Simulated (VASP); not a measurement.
Write the native input for VASP 6.6.1 that does the following.

* Task: single point
* Functional: PBE
* Dispersion: D3(BJ)
* Potentials or basis: VASP PAW PBE potentials, release 64 (C)
* Cutoff: 520 eV
* k mesh: 21 × 21 × 8
* Occupations: gaussian, width 0.15 eV
* Spin: no spin polarisation
* Dipole correction: no
* Further INCAR settings: ALGO = Normal; EDIFF = 1e-06; NBANDS = 16

The structure of C lies in POSCAR:

```
C
1.0
    2.4649495834      0.0000000000      0.0000000000
   -1.2324747917      2.1347089583      0.0000000000
    0.0000000000      0.0000000000      6.7410272571
C
4
Direct
    0.0000000000      0.0000000000      0.0024999628
    0.0000000000      0.0000000000      0.5024999628
    0.3333333333      0.6666666667      0.0025000372
    0.6666666667      0.3333333333      0.5025000372
```

One way to write it, as run:

INCAR

```
SYSTEM = C
PREC = Accurate
ENCUT = 520
EDIFF = 1E-6
ISMEAR = 0
SIGMA = 0.15
LREAL = .False.
LASPH = .True.
NELM = 100
ALGO = Normal
ISIF = 2
LWAVE = .False.
LCHARG = .False.
GGA = PE
IVDW = 12
NBANDS = 16
```

KPOINTS

```
regular mesh
0
Gamma
  21 21 8
  0 0 0
```

Potentials or basis: VASP PAW PBE potentials, release 64 (C).

Run with:

```console
$ cat potpaw_PBE.64/C/POTCAR > POTCAR
$ mpirun -np 1 vasp_std > vasp.out
```

Results of the run:

```
Pressure                   : 0.4 GPa
Band gap on the k mesh     : zero (bands 8 and 9 overlap by 0.03 eV)
Dispersion energy per atom : -0.155 eV
```

Wall time 67 s on 1 thread of Intel(R) Xeon(R) Platinum 8375C CPU @ 2.90GHz (Ice Lake), with other jobs on the host, peak memory 0.22 GiB.
